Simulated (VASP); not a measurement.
The system is Te.

```
CELL_PARAMETERS angstrom
4.45400 0.00000 0.00000
-2.22700 3.85728 0.00000
0.00000 0.00000 5.92400
ATOMIC_POSITIONS crystal
Te 0.26900 0.00000 0.33333
Te 0.00000 0.26900 0.66667
Te 0.73100 0.73100 0.00000
```

| Property | Result |
| --- | --- |
| Program | VASP 6.6.1 |
| Task | relaxation of cell and atoms |
| Functional | PBE |
| Potentials or basis | VASP PAW PBE potentials, release 64 (Te) |
| Cutoff | 600 eV |
| k mesh | 12 × 12 × 6 |
| Occupations | gaussian, width 0.01 eV |
| Spin | no spin polarisation |

At the start: pressure 1.4 GPa; volume 33.93 Å³/atom.

Problem. How do energy, volume and symmetry change on relaxing?

Solution. Over 11 steps the energy falls by 4.6 meV/atom and the volume is 35.02 Å³/atom (+3.2 %); space group P3_121 (No. 152, to 0.1 Å) before and after.

The path:
```csv
step,energy change (eV),largest force (eV/Å),pressure (GPa),volume (Å³)
1,0.0000,0.1629,1.44,101.78
2,-0.0076,0.1022,-0.83,106.35
3,-0.0133,0.0026,0.02,104.49
4,-0.0133,0.0057,-0.01,104.55
5,-0.0134,0.0075,-0.01,104.62
6,-0.0137,0.0131,-0.02,104.84
7,-0.0137,0.0142,-0.02,104.89
8,-0.0137,0.0037,0.05,104.79
9,-0.0137,0.0060,0.03,104.81
10,-0.0138,0.0040,0.03,104.87
11,-0.0138,0.0021,0.01,105.06
```

Final structure:
```
Te
1.0
     4.51214    0.00000    0.00000
    -2.25607    3.90763    0.00000
     0.00000    0.00000    5.95859
Te
3
Direct
  0.26899 0.00000 0.33333
  0.00000 0.26899 0.66667
  0.73101 0.73101 0.00000
```
